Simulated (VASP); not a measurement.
# Cu (Fm-3m) in VASP: a series of runs

The runs below take Cu through single point, relaxation of cell and atoms, with LDA.

Program: VASP 6.6.1. These are calculated values, not measurements. Logs are shortened: lines on timing, memory, paths and dates and some standing lists are left out, and cuts for length are marked.

### Step 1. The cell of the first run

The structure is cubic, space group Fm-3m (No. 225). The conventional cell has a = 3.518 Å, b = 3.518 Å, c = 3.518 Å, α = 90.00°, β = 90.00°, γ = 90.00°. Within 3.3 Å of Cu (site symmetry m-3m) lie 12 Cu at 2.49 Å.

### Step 2. Single point, LDA

Contents of INCAR:

```
SYSTEM = Cu
  PREC = Accurate
  ENCUT = 520
  EDIFF = 1E-6
  ISMEAR = -1
  SIGMA = 0.05
  LREAL = .False.
  LASPH = .True.
  NELM = 60
  ALGO = Normal
  ISIF = 2
  LWAVE = .False.
  LCHARG = .False.
  NBANDS = 12
```

Contents of KPOINTS:

```
Automatic mesh
0
Gamma
  12 12 12
  0 0 0
```

Contents of POSCAR:

```
Cu
1.0
    0.0000000000      1.7589455086      1.7589455086
    1.7589455086      0.0000000000      1.7589455086
    1.7589455086      1.7589455086      0.0000000000
Cu
1
Direct
    0.0000000000      0.0000000000      0.0000000000
```

Potentials or basis: VASP PAW LDA potentials, release 64 (Cu).

Command:

```sh
$ cat potpaw_LDA.64/Cu/POTCAR > POTCAR
$ mpirun -np 1 vasp_std > vasp.out
```

OUTCAR:

```text
SYSTEM = Cu
   PREC = Accurate
   ENCUT = 520
   EDIFF = 1E-6
   ISMEAR = -1
   LREAL = .False.
   LASPH = .True.
   NELM = 60
   ISIF = 2

 ion  position               nearest neighbor table
   1  0.000  0.000  0.000-

  LATTYP: Found a face centered cubic cell.
 ALAT       =     3.5178910172

  Lattice vectors:

 A1 = (   0.0000000000,   1.7589455086,   1.7589455086)
 A2 = (   1.7589455086,   0.0000000000,   1.7589455086)
 A3 = (   1.7589455086,   1.7589455086,   0.0000000000)

Analysis of symmetry for initial positions (statically):
=====================================================================
 Subroutine PRICEL returns:
 Original cell was already a primitive cell.

 Routine SETGRP: Setting up the symmetry group for a
 face centered cubic supercell.

 Subroutine GETGRP returns: Found 48 space group operations
 (whereof 48 operations were pure point group operations)
 out of a pool of 48 trial point group operations.

The static configuration has the point symmetry O_h .

Analysis of symmetry for dynamics (positions and initial velocities):
=====================================================================
 Subroutine PRICEL returns:
 Original cell was already a primitive cell.

 Routine SETGRP: Setting up the symmetry group for a
 face centered cubic supercell.

 Subroutine GETGRP returns: Found 48 space group operations
 (whereof 48 operations were pure point group operations)
 out of a pool of 48 trial point group operations.

The dynamic configuration has the point symmetry O_h .

 Subroutine INISYM returns: Found 48 space group operations
 (whereof 48 operations are pure point group operations),
 and found     1 'primitive' translations

----------------------------------------------------------------------------------------

                                     Primitive cell

  volume of cell :      10.8840

  direct lattice vectors                    reciprocal lattice vectors
     0.000000000  1.758945509  1.758945509    -0.284261222  0.284261222  0.284261222
     1.758945509  0.000000000  1.758945509     0.284261222 -0.284261222  0.284261222
     1.758945509  1.758945509  0.000000000     0.284261222  0.284261222 -0.284261222

  length of vectors
     2.487524594  2.487524594  2.487524594     0.492354879  0.492354879  0.492354879

  position of ions in fractional coordinates (direct lattice)
     0.000000000  0.000000000  0.000000000

  ion indices of the primitive-cell ions
   primitive index   ion index
                 1           1

----------------------------------------------------------------------------------------

 KPOINTS: Automatic mesh

Automatic generation of k-mesh.
 Grid dimensions read from file:
 generate k-points for:   12   12   12

 Generating k-lattice:

  Cartesian coordinates                     Fractional coordinates (reciprocal lattice)
    -0.023688435  0.023688435  0.023688435     0.083333333  0.000000000  0.000000000
     0.023688435 -0.023688435  0.023688435     0.000000000  0.083333333  0.000000000
     0.023688435  0.023688435 -0.023688435     0.000000000  0.000000000  0.083333333

  Length of vectors
     0.041029573  0.041029573  0.041029573

  Shift w.r.t. Gamma in fractional coordinates (k-lattice)
     0.000000000  0.000000000  0.000000000

 Subroutine IBZKPT returns following result:
 ===========================================

 Found     72 irreducible k-points:

 Following reciprocal coordinates:
            Coordinates               Weight
  0.000000  0.000000  0.000000      1.000000
  0.083333  0.000000  0.000000      8.000000
  0.166667  0.000000  0.000000      8.000000
  0.250000  0.000000  0.000000      8.000000
  0.333333  0.000000  0.000000      8.000000
  0.416667  0.000000  0.000000      8.000000
[... 16 lines left out ...]
  0.500000  0.166667  0.000000     24.000000
 -0.416667  0.166667  0.000000     24.000000
 [... further k-points ...]
   k-points           NKPTS =     72   k-points in BZ     NKDIM =     72   number of bands    NBANDS=     12
   number of dos      NEDOS =    301   number of ions     NIONS =      1
   total plane-waves  NPLWV =   8000
   dimension x,y,z NGX =    20 NGY =   20 NGZ =   20
   dimension x,y,z NGXF=    40 NGYF=   40 NGZF=   40
   ions per type =               1
   NGX,Y,Z   is equivalent  to a cutoff of  13.37, 13.37, 13.37 a.u.
   NGXF,Y,Z  is equivalent  to a cutoff of  26.73, 26.73, 26.73 a.u.
 SYSTEM =  Cu
   PREC   = accura    normal or accurate (medium, high low for compatibility)
   ISTART =      0    job   : 0-new  1-cont  2-samecut
   ICHARG =      2    charge: 1-file 2-atom 10-const
   ISPIN  =      1    spin polarized calculation?
   LNONCOLLINEAR =      F non collinear calculations
   LSORBIT =      F    spin-orbit coupling
   LASPH  =      T    aspherical Exc in radial PAW
   ENCUT  =  520.0 eV  38.22 Ry    6.18 a.u.   4.63  4.63  4.63*2*pi/ulx,y,z
   NELM   =     60;   NELMIN=  2; NELMDL= -5     # of ELM steps
   EDIFF  = 0.1E-05   stopping-criterion for ELM
   LREAL  =      F    real-space projection
   EDIFFG = 0.1E-04   stopping-criterion for IOM
   NSW    =      0    number of steps for IOM
   IBRION =     -1    ionic relax: 0-MD 1-quasi-New 2-CG
   NFREE  =      0    steps in history (QN), initial steepest desc. (CG)
   ISIF   =      2    stress and relaxation
   ISYM   =      2    0-nonsym 1-usesym 2-fastsym
   POTIM  = 0.5000    time-step for ionic-motion
   TEBEG  =    0.0;   TEEND  =   0.0 temperature during run
   PSTRESS=    0.0 pullay stress
   NELECT =      11.0000    total number of electrons
   NUPDOWN=      -1.0000    fix difference up-down
   EMIN   =  10.00;   EMAX   =-10.00  energy-range for DOS
   EFERMI =   0.00;   METHOD = LEGACY
   ISMEAR =    -1;   SIGMA  =   0.05  broadening in eV -4-tet -1-fermi 0-gaus
   EFERMI_NEDOS =   21; number of points for ismear=-14 and -15
   IALGO  =     38    algorithm
   IMIX   =      4    mixing-type and parameters
     AMIX     =   0.40;   BMIX     =  1.00
     AMIX_MAG =   1.60;   BMIX_MAG =  1.00
  volume/ion in A,a.u.               =      10.88        73.45
  Fermi-wavevector in a.u.,A,eV,Ry     =   1.642896  3.104623 36.723573  2.699106
  Thomas-Fermi vector in A             =   2.733121
   LORBIT       =      0    0 simple, 1 ext, 2 COOP (PROOUT), +10 PAW based schemes
   GGA     = CA    functional components
   LHFCALC =     F    Hartree Fock is set to
   AEXX    =    0.0000 exact exchange contribution
   IVDW    =     0    specifies the selected vdW correction
   LEPSILON=     F    determine dielectric tensor
   LRPA    =     F    only Hartree local field effects (RPA)
 non-spin polarized calculation
  energy-cutoff  :      520.00
  volume of cell :       10.88
 maximum number of plane-waves:       304
   NGX =  9   NGY =  9   NGZ =  9

 number of electron      10.9999998 magnetization

 Free energy of the ion-electron system (eV)
  ---------------------------------------------------
  ext. energy  EPLUGINS =         0.00000000
  ---------------------------------------------------
  free energy    TOTEN  =        -4.70533261 eV

  energy without entropy =       -4.70303790  energy(sigma->0) =       -4.70418526

 E-fermi :   8.3390     XC(G=0): -13.5876

 val. band max:        8.2073705556   @ k =   0.4167   0.4167   0.0000
 cond. band min:       8.3560880786   @ k =   0.5000   0.3333   0.1667
 fundamental gap:      0.1487175229
 Fermi energy:         8.3389972549

 k-point     1 :       0.0000    0.0000    0.0000
  band No.  band energies     occupation
      1      -1.5800      2.00000
      2       5.0660      2.00000
      3       5.0660      2.00000
      4       5.0660      2.00000
      5       6.0165      2.00000
      6       6.0165      2.00000
      7      31.7320      0.00000
      8      34.8559      0.00000
      9      34.8559      0.00000
     10      34.8559      0.00000
     11      37.4732      0.00000
     12      37.4732      0.00000

 k-point     2 :       0.0833    0.0000    0.0000
  band No.  band energies     occupation
      1      -1.3125      2.00000
      2       5.0058      2.00000
      3       5.1185      2.00000
      4       5.1185      2.00000
      5       5.9964      2.00000
      6       5.9964      2.00000
      7      30.1767      0.00000
      8      32.8423      0.00000
      9      34.1620      0.00000
     10      34.1620      0.00000
     11      38.5097      0.00000
     12      38.5097      0.00000

 k-point     3 :       0.1667    0.0000    0.0000
  band No.  band energies     occupation
      1      -0.5343      2.00000
      2       4.8658      2.00000
      3       5.2239      2.00000
      4       5.2239      2.00000
      5       5.9851      2.00000
      6       5.9851      2.00000
      7      25.8930      0.00000
      8      32.3130      0.00000
      9      33.1712      0.00000
     10      33.1712      0.00000
     11      39.3117      0.00000
     12      39.7822      0.00000
[... 286 lines left out ...]
 k-point    23 :       0.5000    0.1667    0.0000
  band No.  band energies     occupation
      1       3.2700      2.00000
      2       4.6142      2.00000
      3       5.1570      2.00000
      4       5.4012      2.00000
      5       6.6825      2.00000
      6       8.8928      0.00003
      7      13.8149      0.00000
      8      24.9604      0.00000
      9      27.4549      0.00000
     10      29.7424      0.00000
     11      39.9157      0.00000
     12      40.2924      0.00000

 k-point    24 :      -0.4167    0.1667    0.0000
  band No.  band energies     occupation
      1       3.3292      2.00000
      2       4.6666      2.00000
      3       5.2502      2.00000
      4       5.3617      2.00000
      5       6.5474      2.00000
      6       9.4317      0.00000
      7      13.1108      0.00000
      8      23.9241      0.00000
      9      28.5484      0.00000
     10      30.1328      0.00000
     11      38.9946      0.00000
     12      39.7919      0.00000

 [... further k-points ...]
[... 5 lines left out ...]
  --------------------------------------------------------------------------------------
  -------------------------------------------------------------------------------------
  Total        0.0583789      0.0583789      0.0583789      0.0000000     -0.0000000      0.0000000
  in kB        8.5936897      8.5936897      8.5936897      0.0000000     -0.0000000      0.0000000
  external PRESSURE =       8.5936897 kB  Pullay stress =       0.0000000 kB

 VOLUME and BASIS-vectors are now :
 -----------------------------------------------------------------------------
  energy-cutoff  :      520.00
  volume of cell :       10.88
      direct lattice vectors                 reciprocal lattice vectors
     0.000000000  1.758945509  1.758945509    -0.284261222  0.284261222  0.284261222
     1.758945509  0.000000000  1.758945509     0.284261222 -0.284261222  0.284261222
     1.758945509  1.758945509  0.000000000     0.284261222  0.284261222 -0.284261222

 POSITION                                       TOTAL-FORCE (eV/Angst)
 -----------------------------------------------------------------------------------
      0.00000      0.00000      0.00000         0.000000      0.000000     -0.000000
 -----------------------------------------------------------------------------------
    total drift:                                0.000000      0.000000      0.000000

  FREE ENERGIE OF THE ION-ELECTRON SYSTEM (eV)
  ---------------------------------------------------
  free  energy   TOTEN  =        -4.7053326086 eV

  energy  without entropy=       -4.7030379018  energy(sigma->0) =       -4.70418526
```

Wall time 7.6 s (1 thread of Intel Xeon Platinum 8559C (Emerald Rapids), shared host); peak memory 0.12 GiB.

What came out:

* Free energy: -4.7053 eV
* Pressure: 0.9 GPa

### Step 3. Relaxation of cell and atoms, LDA

This run uses another cell than the first one, of 11.81 Å³/atom, 1.085 times its volume.

Contents of INCAR:

```
SYSTEM = Cu
  PREC = Accurate
  ENCUT = 600
  EDIFF = 1E-7
  ISMEAR = -1
  SIGMA = 0.05
  LREAL = .FALSE.
  LASPH = .TRUE.
  NELM = 100
  ALGO = Normal
  ISIF = 3
  LWAVE = .FALSE.
  LCHARG = .FALSE.
  GGA = CA
  IBRION = 2
  NSW = 80
  EDIFFG = -0.01
```

Contents of KPOINTS:

```
regular mesh
0
G
  12 12 12
  0 0 0
```

Contents of POSCAR:

```
Cu
1.0
    0.0000000000      1.8075000000      1.8075000000
    1.8075000000      0.0000000000      1.8075000000
    1.8075000000      1.8075000000      0.0000000000
Cu
1
Direct
    0.0000000000      0.0000000000      0.0000000000
```

Potentials or basis: VASP PAW LDA potentials, release 64 (Cu).

Command:

```sh
$ cat potpaw_LDA.64/Cu/POTCAR > POTCAR
$ mpirun -np 1 vasp_std > vasp.out
```

Run time: 14 s. Hardware: 1 thread of Intel Xeon Platinum 8559C (Emerald Rapids), shared host; peak memory 0.13 GiB.

It converged, with:

* Free energy: -4.7059 eV
* Relaxed volume: 10.94 Å³/atom
* Relaxed cell: a = 2.492 Å, b = 2.492 Å, c = 2.492 Å, α = 60.00°, β = 60.00°, γ = 60.00°
* Space group after relaxing (to 0.05 Å): Fm-3m (No. 225)
* Energy gained by relaxing: 34.9 meV/atom
* Ionic steps: 3
* Pressure after relaxing: -0.1 GPa

The path:
| step | energy change (eV) | largest force (eV/Å) | pressure (GPa) | volume (Å³) |
| --- | --- | --- | --- | --- |
| 1 | 0.0000 | 0.0000 | -11.76 | 11.81 |
| 2 | -0.0176 | 0.0000 | 10.71 | 10.39 |
| 3 | -0.0349 | 0.0000 | -0.06 | 10.94 |

Final structure:
```cif
data_structure
_symmetry_space_group_name_H-M 'P 1'
_symmetry_Int_Tables_number 1
_cell_length_a 2.4915
_cell_length_b 2.4915
_cell_length_c 2.4915
_cell_angle_alpha 60.000
_cell_angle_beta 60.000
_cell_angle_gamma 60.000
_cell_volume 10.94
loop_
_atom_site_label
_atom_site_type_symbol
_atom_site_fract_x
_atom_site_fract_y
_atom_site_fract_z
_atom_site_occupancy
Cu1 Cu 0.00000 0.00000 0.00000 1
```

Levels at points of the mesh, in eV from the Fermi level:
```tsv
k point	band 4	band 5	band 6	band 7	band 8	band 9
(0.00, 0.00, 0.00)	-3.25	-2.31	-2.31	23.36	26.44	26.44
(0.50, 0.00, 0.00)	-1.67	-1.67	-1.14	4.20	21.84	23.20
(0.50, 0.50, 0.00)	-1.51	-1.51	1.50	7.74	13.68	13.68
```

LDA usually gives volumes a few per cent too small. Zero-point motion and thermal expansion aren't in these numbers.

### Step 4. Relaxation of cell and atoms, LDA

This run uses another cell than the first one, of 11.81 Å³/atom, 1.085 times its volume.

Contents of INCAR:

```
SYSTEM = Cu
  PREC = Accurate
  ENCUT = 700
  EDIFF = 1E-7
  ISMEAR = -1
  SIGMA = 0.05
  LREAL = .FALSE.
  LASPH = .TRUE.
  NELM = 120
  ALGO = Normal
  ISIF = 3
  LWAVE = .FALSE.
  LCHARG = .FALSE.
  GGA = CA
  IBRION = 2
  NSW = 80
  EDIFFG = -0.01
  GGA_COMPAT = .FALSE.
  NELMIN = 4
```

KPOINTS is that of step 3.

POSCAR is that of step 3.

Potentials or basis: VASP PAW LDA potentials, release 64 (Cu_sv_GW).

Command:

```sh
$ cat potpaw_LDA.64/Cu_sv_GW/POTCAR > POTCAR
$ mpirun -np 1 vasp_std > vasp.out
```

Wall time 29 s (1 thread of AMD EPYC 9R45 (Zen 5), shared host); peak memory 0.14 GiB.

The run converged. Its results:

```yaml
Free_energy: -4.8826 eV
Relaxed_volume: 10.70 Å³/atom
Relaxed_cell: a = 2.473 Å, b = 2.473 Å, c = 2.473 Å, α = 60.00°, β = 60.00°, γ = 60.00°
Space_group_after_relaxing_to_0.05_Å: Fm-3m (No. 225)
Energy_gained_by_relaxing: 64.7 meV/atom
Ionic_steps: 4
Pressure_after_relaxing: 0.1 GPa
```

Step by step:
| step | energy change (eV) | largest force (eV/Å) | pressure (GPa) | volume (Å³) |
| --- | --- | --- | --- | --- |
| 1 | 0.0000 | 0.0000 | -16.90 | 11.81 |
| 2 | -0.0028 | 0.0000 | 24.04 | 9.81 |
| 3 | -0.0647 | 0.0000 | -0.31 | 10.72 |
| 4 | -0.0647 | 0.0000 | 0.12 | 10.70 |

Final structure:
```
Cu
1.0
     0.00000    1.74886    1.74886
     1.74886    0.00000    1.74886
     1.74886    1.74886    0.00000
Cu
1
Direct
  0.00000 0.00000 0.00000
```

Levels at points of the mesh, in eV from the Fermi level:
| k point | band 8 | band 9 | band 10 | band 11 | band 12 | band 13 |
| --- | --- | --- | --- | --- | --- | --- |
| (0.00, 0.00, 0.00) | -3.33 | -2.34 | -2.34 | 23.53 | 26.76 | 26.76 |
| (0.50, 0.00, 0.00) | -1.67 | -1.67 | -1.28 | 4.29 | 21.98 | 23.52 |
| (0.50, 0.50, 0.00) | -1.51 | -1.51 | 1.41 | 7.87 | 13.80 | 13.80 |

LDA usually gives volumes a few per cent too small. Zero-point motion and thermal expansion aren't in these numbers.

### Step 5. Summary

| task | potentials or basis | cell | cutoff (eV) | second run | gap on the mesh (eV) | pressure (GPa) | relaxed volume (Å³/atom) |
| --- | --- | --- | --- | --- | --- | --- | --- |
| single point | VASP PAW LDA potentials, release 64 (Cu) | a = 2.488 Å, angles 60.0°, 1 atom | 520 | - | none | 0.9 | - |
| relaxation of cell and atoms | VASP PAW LDA potentials, release 64 (Cu) | relaxed from a = 2.556 Å, angles 60.0°, 1 atom | 600 | - | none | -0.1 | 10.94 |
| relaxation of cell and atoms | VASP PAW LDA potentials, release 64 (Cu_sv_GW) | relaxed from a = 2.556 Å, angles 60.0°, 1 atom | 700 | valence_matched | none | 0.1 | 10.70 |

Alike in all rows: level LDA; no spin polarisation; k mesh 12 × 12 × 12; smearing fermi-dirac 0.05 eV.

Total energies depend on the potentials used, so only differences within one code and one set of settings carry meaning.
